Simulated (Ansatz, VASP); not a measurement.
One calculation of TcN2, two programs

```
Tc N
1.0
     0.00000    2.44455    2.44455
     2.44455    0.00000    2.44455
     2.44455    2.44455    0.00000
Tc N
1 2
Direct
  0.00000 0.00000 0.00000
  0.75000 0.75000 0.75000
  0.25000 0.25000 0.25000
```

Alike in both runs: task single point; functional PBE; k mesh 9 × 9 × 9; occupations gaussian, width 0.25 eV; no spin polarisation.

|  | VASP | Ansatz |
| --- | --- | --- |
| version | VASP 6.6.1 | Ansatz 0.2.0 |
| potentials or method | VASP PAW PBE potentials, release 64 (Tc_pv, N) | plane waves, PAW |
| plane-wave cutoff (eV) | 600 | 500 |
| valence electrons in the cell | 23 | 25 |

|  | VASP | Ansatz | Ansatz less VASP |
| --- | --- | --- | --- |
| pressure (GPa) | -5.5 | -4.7 | +0.87 |

The functional is the same, so the differences come from potentials, cutoffs and numerics. VASP's potentials hold 23 valence electrons a cell and Ansatz's 25, so a difference there can come from the potentials and not from the codes. Ansatz's warnings: stress scf threshold loose.
